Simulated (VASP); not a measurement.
# BaTiO3 (Amm2) in VASP: further runs, part 2 of 2

VASP 6.6.1. Earlier steps stand in the parts before.

## (4) Single point, r2SCAN+U (atom 3 (O) moved by (+0.000, -0.225) A along y and z)

The input, POSCAR:

```
BaTiO3
1.0
    3.9951440287      0.0000000000      0.0000000000
    0.0000000000      2.8424767306      2.8480072403
    0.0000000000     -2.8424767306      2.8480072403
Ba Ti O
1 1 3
Direct
    0.0000000000      0.0044061011      0.0044061011
    0.5000000000      0.5135753575      0.5135753575
    0.0000000000      0.4552120972      0.4552120972
    0.5000000000      0.4954342957      0.9880908444
    0.5000000000      0.9880908444      0.4954342957
```

The input, INCAR.step1:

```
ALGO = Normal
EDIFF = 1E-4
ENCUT = 520
GGA = PE
ISMEAR = 0
LASPH = T
LCHARG = F
LDAU = T
LDAUJ = 0 0 0
LDAUL = -1 2 -1
LDAUTYPE = 2
LDAUU = 0 4 0
LMAXMIX = 4
LREAL = F
LWAVE = T
NBANDS = 28
NELM = 150
PREC = Accurate
SIGMA = 0.05
```

The input, INCAR.step2:

```
ALGO = Normal
EDIFF = 1E-6
ENCUT = 520
ISIF = 2
ISMEAR = 0
ISTART = 1
LASPH = T
LCHARG = F
LDAU = T
LDAUJ = 0 0 0
LDAUL = -1 2 -1
LDAUPRINT = 1
LDAUTYPE = 2
LDAUU = 0 4 0
LMAXMIX = 4
LMIXTAU = T
LREAL = F
LWAVE = F
METAGGA = R2SCAN
NBANDS = 28
NELM = 150
PREC = Accurate
SIGMA = 0.05
```

The input, KPOINTS:

```
k-points
0
Gamma
  6 6 6
```

The run is started by

```bash
$ cat potpaw_PBE.64/Ba_sv/POTCAR potpaw_PBE.64/Ti_sv/POTCAR potpaw_PBE.64/O/POTCAR > POTCAR
$ cp INCAR.step1 INCAR
$ mpirun -np 1 vasp_std > vasp.out
$ cp INCAR.step2 INCAR
$ mpirun -np 1 vasp_std > vasp.out
```

It took 7.8 min on 1 thread of Intel Xeon 8259CL, shared host; peak memory 0.24 GiB.

It converged, with:

- Free energy: -71.4709 eV
- Pressure: 4.0 GPa
- Largest force: 1.568 eV/Å
- Band gap on the k mesh: 2.78 eV (least direct gap 3.17 eV)

Forces in eV/Å, atoms in the order of the input:
```
Ba   0.000  0.000 -0.409
Ti   0.000  0.000 -0.874
O    0.000  0.000  1.568
O    0.000  0.273 -0.143
O    0.000 -0.273 -0.143
```

Stress tensor (GPa, compression positive):
```
2.37 0.00 0.00
0.00 3.95 0.00
0.00 0.00 5.63
```

Levels at points of the mesh, in eV from the valence-band top:
| k point | band 18 | band 19 | band 20 | band 21 | band 22 | band 23 |
| --- | --- | --- | --- | --- | --- | --- |
| (0.00, 0.00, 0.00) | -0.59 | -0.42 | -0.38 | 2.78 | 2.92 | 3.38 |
| (0.50, 0.00, 0.00) | -1.49 | -1.02 | -1.00 | 3.03 | 3.93 | 4.34 |
| (0.00, 0.50, 0.00) | -1.72 | -0.94 | -0.91 | 3.22 | 4.37 | 4.48 |
| (0.50, 0.50, 0.00) | -1.02 | -0.98 | -0.11 | 4.20 | 4.39 | 4.70 |
| (0.00, 0.50, 0.50) | -0.99 | -0.84 | -0.21 | 4.39 | 4.59 | 4.81 |
| (0.50, 0.50, 0.50) | -0.15 | -0.12 | 0.00 | 4.71 | 4.96 | 5.02 |

Eigenvalues of the final occupation matrices:
```csv
site,spin,trace,eigenvalues
site 2 d,1,0.77,0.10 0.10 0.10 0.23 0.24
site 2 d,2,0.77,0.10 0.10 0.10 0.23 0.24
```

Caveat: the cell differs from its parent crystal (atom 3 (O) moved by (+0.000, -0.225) A along y and z); the cell stands under pressure; the PAW data sets were made with another functional, which shifts forces and pressure a little; spin-orbit coupling is left out, which moves the levels of the heavy elements.

## (5) Single point, r2SCAN+U (atom 3 (O) moved by (+0.000, +0.225) A along y and z)

POSCAR: that of step 4 with these lines changed.

```diff
@@ -10,3 +10,3 @@
     0.5000000000      0.5135753575      0.5135753575
-    0.0000000000      0.4552120972      0.4552120972
+    0.0000000000      0.5342147054      0.5342147054
     0.5000000000      0.4954342957      0.9880908444
```

The input, INCAR.step1:

```
SYSTEM = BaTiO3
PREC = Accurate
ENCUT = 520
ISMEAR = 0
SIGMA = 0.05
LREAL = .False.
LASPH = .True.
NELM = 150
LMAXMIX = 4
LDAU = .True.
LDAUTYPE = 2
LDAUL = -1 2 -1
LDAUU = 0 4 0
LDAUJ = 0 0 0
NBANDS = 28
GGA = PE
ALGO = Normal
EDIFF = 1E-4
LWAVE = .True.
LCHARG = .False.
```

The input, INCAR.step2:

```
SYSTEM = BaTiO3
PREC = Accurate
ENCUT = 520
EDIFF = 1E-6
ISMEAR = 0
SIGMA = 0.05
LREAL = .False.
LASPH = .True.
NELM = 150
ALGO = Normal
ISIF = 2
LWAVE = .False.
LCHARG = .False.
LMAXMIX = 4
LDAU = .True.
LDAUTYPE = 2
LDAUL = -1 2 -1
LDAUU = 0 4 0
LDAUJ = 0 0 0
LDAUPRINT = 1
METAGGA = R2SCAN
LMIXTAU = .True.
NBANDS = 28
ISTART = 1
```

The input, KPOINTS:

```
Automatic mesh
0
Gamma
  6 6 6
  0 0 0
```

Potentials or basis: VASP PAW PBE potentials, release 64 (Ba_sv, Ti_sv, O).

The run is started by

```bash
$ cat potpaw_PBE.64/Ba_sv/POTCAR potpaw_PBE.64/Ti_sv/POTCAR potpaw_PBE.64/O/POTCAR > POTCAR
$ cp INCAR.step1 INCAR
$ mpirun -np 1 vasp_std > vasp.out
$ cp INCAR.step2 INCAR
$ mpirun -np 1 vasp_std > vasp.out
```

OUTCAR:

```text
SYSTEM = BaTiO3
   PREC = Accurate
   ENCUT = 520
   EDIFF = 1E-6
   ISMEAR = 0
   LREAL = .False.
   LASPH = .True.
   NELM = 150
   ISIF = 2
   METAGGA = R2SCAN
   ISTART = 1

 ion  position               nearest neighbor table
   1  0.000  0.004  0.004-   3 2.68   4 2.81   5 2.81   4 2.81   5 2.81   3 2.85   3 2.85   5 2.86
                             4 2.86   5 2.86   4 2.86   3 3.02   2 3.44   2 3.44   2 3.47   2 3.47
   2  0.500  0.514  0.514-   4 1.91   5 1.91   3 2.00   3 2.00   5 2.12   4 2.12   1 3.44   1 3.44
                             1 3.47   1 3.47   1 3.47   1 3.47   1 3.52   1 3.52
   3  0.000  0.534  0.534-   2 2.00   2 2.00   1 2.68   1 2.85   1 2.85   1 3.02
   4  0.500  0.495  0.988-   2 1.91   2 2.12   1 2.81   1 2.81   1 2.86   1 2.86
   5  0.500  0.988  0.495-   2 1.91   2 2.12   1 2.81   1 2.81   1 2.86   1 2.86

  LATTYP: Found a base centered orthorhombic cell.
 ALAT       =     5.6849534612
 B/A-ratio  =     1.0019456658
 C/A-ratio  =     0.7027575610

  Lattice vectors:

 A1 = (   0.0000000000,   2.8424767306,  -2.8480072403)
 A2 = (   0.0000000000,   2.8424767306,   2.8480072403)
 A3 = (   3.9951440287,   0.0000000000,   0.0000000000)

Analysis of symmetry for initial positions (statically):
[... 221 lines left out ...]
 fundamental gap:      2.7287779296
 Fermi energy:         3.9537568055

 k-point     1 :       0.0000    0.0000    0.0000
  band No.  band energies     occupation
      1     -56.2826      2.00000
      2     -31.4082      2.00000
      3     -31.4037      2.00000
      4     -31.3862      2.00000
      5     -21.9012      2.00000
      6     -14.2986      2.00000
[... 733 lines left out ...]
     27      12.3657      0.00000
     28      12.7789      0.00000

 [... further k-points ...]

------------------------ aborting loop because EDIFF is reached ----------------------------------------

  FORCE on cell =-STRESS in cart. coord.  units (eV):
  Direction    XX          YY          ZZ          XY          YZ          ZX
  --------------------------------------------------------------------------------------
  -------------------------------------------------------------------------------------
  Total        1.9055927      1.7749328      1.5728614      0.0000000      0.0000000      0.0000000
  in kB       47.1998076     43.9634796     38.9583522      0.0000000      0.0000000      0.0000000
  external PRESSURE =      43.3738798 kB  Pullay stress =       0.0000000 kB

 VOLUME and BASIS-vectors are now :
 -----------------------------------------------------------------------------
  energy-cutoff  :      520.00
  volume of cell :       64.68
      direct lattice vectors                 reciprocal lattice vectors
     3.995144029  0.000000000  0.000000000     0.250303867  0.000000000  0.000000000
     0.000000000  2.842476731  2.848007240     0.000000000  0.175902935  0.175561351
     0.000000000 -2.842476731  2.848007240     0.000000000 -0.175902935  0.175561351

 POSITION                                       TOTAL-FORCE (eV/Angst)
 -----------------------------------------------------------------------------------
      0.00000      0.00000      0.02510         0.000000     -0.000000      0.209848
      1.99757      0.00000      2.92533         0.000000     -0.000000     -0.227778
      0.00000      0.00000      3.04289         0.000000     -0.000000     -1.346256
      1.99757     -1.40036      4.22509         0.000000     -0.823198      0.682093
      1.99757      1.40036      4.22509         0.000000      0.823198      0.682093
 -----------------------------------------------------------------------------------
    total drift:                                0.000000      0.000002      0.007534

  FREE ENERGIE OF THE ION-ELECTRON SYSTEM (eV)
  ---------------------------------------------------
  free  energy   TOTEN  =       -71.4902619896 eV

  energy  without entropy=      -71.4902619896  energy(sigma->0) =      -71.49026199
```

Run time: 2.9 min. Hardware: 1 thread of AMD EPYC 9R45 (Zen 5), shared host; peak memory 0.2 GiB.

Results:

```yaml
Free_energy: -71.4903 eV
Pressure: 4.3 GPa
Largest_force: 1.346 eV/Å
Band_gap_on_the_k_mesh: 2.73 eV (least direct gap 2.95 eV)
```

Forces in eV/Å, atoms in the order of the input:
```
Ba   0.000  0.000  0.210
Ti   0.000  0.000 -0.228
O    0.000  0.000 -1.346
O    0.000 -0.823  0.682
O    0.000  0.823  0.682
```

Stress tensor (GPa, compression positive):
```
4.72 0.00 0.00
0.00 4.40 0.00
0.00 0.00 3.90
```

Eigenvalues of the final occupation matrices:
```csv
site,spin,trace,eigenvalues
site 2 d,1,0.77,0.09 0.10 0.10 0.24 0.24
site 2 d,2,0.77,0.09 0.10 0.10 0.24 0.24
```

Caveat: the cell differs from its parent crystal (atom 3 (O) moved by (+0.000, +0.225) A along y and z); the cell stands under pressure; the PAW data sets were made with another functional, which shifts forces and pressure a little; spin-orbit coupling is left out, which moves the levels of the heavy elements.

## (6) Overview

| cell | gap on the mesh (eV) | pressure (GPa) | largest force (eV/Å) |
| --- | --- | --- | --- |
| as given, atomic positions A | 2.66 | 5.6 | 3.94 |
| as given, atomic positions B | 2.59 | 5.6 | 3.07 |
| as given, atomic positions C | 2.78 | 4.0 | 1.57 |
| as given, atomic positions D | 2.73 | 4.3 | 1.35 |

Alike in all rows: task single point; level r2SCAN+U; potentials or basis VASP PAW PBE potentials, release 64 (Ba_sv, Ti_sv, O); no spin polarisation; Ti d U = 4.0 eV; k mesh 6 × 6 × 6; cutoff (eV) 520; smearing gaussian 0.05 eV.

Caveats: the cell stands under pressure; the PAW data sets were made with another functional, which shifts forces and pressure a little; spin-orbit coupling is left out, which moves the levels of the heavy elements.

Absolute energies hang on the potentials; compare differences alone.
